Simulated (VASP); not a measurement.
Cr, 1 atom in the cell. The typed cell holds 1 atom: a = 2.562 Å, b = 2.541 Å, c = 2.350 Å, α = 105.10°, β = 107.45°, γ = 114.24°. 

- Program: VASP 6.6.1
- Task: single point
- Functional: r2SCAN
- Potentials or basis: VASP PAW PBE potentials, release 64 (Cr_pv)
- Cutoff: 520 eV
- k mesh: 9 × 9 × 9
- Occupations: gaussian, width 0.05 eV
- Spin: collinear spin, ferromagnetic start
- Starting moments: [3.0] μB
- Dipole correction: no
- Further INCAR settings: ALGO = Normal; EDIFF = 1e-07; NBANDS = 16

Potentials or basis: VASP PAW PBE potentials, release 64 (Cr_pv).

The run is started by

```console
$ cat potpaw_PBE.64/Cr_pv/POTCAR > POTCAR
$ cp INCAR.step1 INCAR
$ mpirun -np 1 vasp_std > vasp.out
$ cp INCAR.step2 INCAR
$ mpirun -np 1 vasp_std > vasp.out
```

Hardware: 1 thread of Intel(R) Xeon(R) 6975P-C (Granite Rapids), on a shared host.

Estimate the wall time of this run.

It took 3.3 min on 1 thread of Intel(R) Xeon(R) 6975P-C (Granite Rapids), on a shared host, peak memory 0.21 GiB. Counts: k points 365.
